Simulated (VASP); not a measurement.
Write the native input for VASP 6.6.1 that does the following.

| Property | Result |
| --- | --- |
| Task | single point |
| Functional | PBE |
| Potentials or basis | VASP PAW PBE potentials, release 64 (Y_sv) |
| Cutoff | 520 eV |
| k mesh | 16 × 16 × 9 |
| Occupations | fermi-dirac, width 0.05 eV |
| Spin | collinear spin |
| Starting moments | [1.0, 1.0] μB |
| Dipole correction | no |
| Further INCAR settings | ALGO = Normal; EDIFF = 1e-06; NBANDS = 22 |

The structure of Y lies in POSCAR:

```
Y
1.0
    3.6586367731      0.0000000000      0.0000000000
   -1.8293183865      3.1684723887      0.0000000000
    0.0000000000      0.0000000000      5.6669369595
Y
2
Direct
    0.3333333333      0.6666666667      0.2500000000
    0.6666666667      0.3333333333      0.7500000000
```

One way to write it, as run:

INCAR

```
PREC = Accurate
ENCUT = 520
EDIFF = 1E-6
ISMEAR = -1
SIGMA = 0.05
LREAL = F
LASPH = T
NELM = 150
ALGO = Normal
ISIF = 2
LWAVE = F
LCHARG = F
ISPIN = 2
MAGMOM = 1 1
LORBIT = 11
LMAXMIX = 4
GGA = PE
NBANDS = 22
```

KPOINTS

```
regular mesh
0
Gamma
  16 16 9
```

Potentials or basis: VASP PAW PBE potentials, release 64 (Y_sv).

Command:

```sh
$ cat potpaw_PBE.64/Y_sv/POTCAR > POTCAR
$ mpirun -np 1 vasp_std > vasp.out
```

Results of the run:

```yaml
Pressure: -0.1 GPa
Band_gap_on_the_k_mesh: zero (filled and empty bands overlap)
Net_moment: 0.00 μB per cell
Valence_electrons_inside_the_program's_atomic_spheres: Y 9.43
```

Run time: 4.1 min on 1 thread of Intel(R) Xeon(R) Platinum 8559C (Emerald Rapids) (shared host), peak memory 0.43 GiB.
